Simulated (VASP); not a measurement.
Wanted: the native input for a VASP 6.6.1 run.

* Task: single point
* Functional: PBE
* Potentials or basis: VASP PAW PBE potentials, release 64 (Al, Bi_d, Br)
* Cutoff: 520 eV
* k mesh: 10 × 10 × 8
* Occupations: gaussian, width 0.1 eV
* Spin: no spin polarisation
* Dipole correction: no
* Further INCAR settings: ALGO = Normal; EDIFF = 1e-07; NBANDS = 22

The structure of Al2BiBr lies in POSCAR:

```
Al2BiBr
1.0
    4.6841116441      0.0000000000      0.0000000000
    0.0000000000      4.6841116441      0.0000000000
    0.0000000000      0.0000000000      6.6124208603
Al Bi Br
2 1 1
Direct
    0.5000000000      0.0000000000      0.7448356787
    0.0000000000      0.5000000000      0.2551643213
    0.0000000000      0.0000000000      0.5000000000
    0.5000000000      0.5000000000      0.0000000000
```

The cell was generated, and may not be a known phase.

The input as run:

INCAR

```
PREC = Accurate ; ENCUT = 520
EDIFF = 1E-7 ; ISMEAR = 0
SIGMA = 0.1 ; LREAL = False
LASPH = True ; NELM = 80
ALGO = Normal ; ISIF = 2
LWAVE = False ; LCHARG = False
GGA = PE ; NBANDS = 22
```

KPOINTS

```
Automatic mesh
0
Gamma
  10 10 8
```

Potentials or basis: VASP PAW PBE potentials, release 64 (Al, Bi_d, Br).

Launch:

```console
$ cat potpaw_PBE.64/Al/POTCAR potpaw_PBE.64/Bi_d/POTCAR potpaw_PBE.64/Br/POTCAR > POTCAR
$ mpirun -np 1 vasp_std > vasp.out
```

It gave:

```yaml
Pressure: 0.0 GPa
Band_gap_on_the_k_mesh: zero (bands 14 and 15 overlap by 1.43 eV)
```

Caveat: spin-orbit coupling is left out, which moves the levels of the heavy elements.

Wall time 2.8 min on 1 thread of Intel(R) Xeon(R) Platinum 8488C (Sapphire Rapids), with other jobs on the host, peak memory 0.48 GiB.
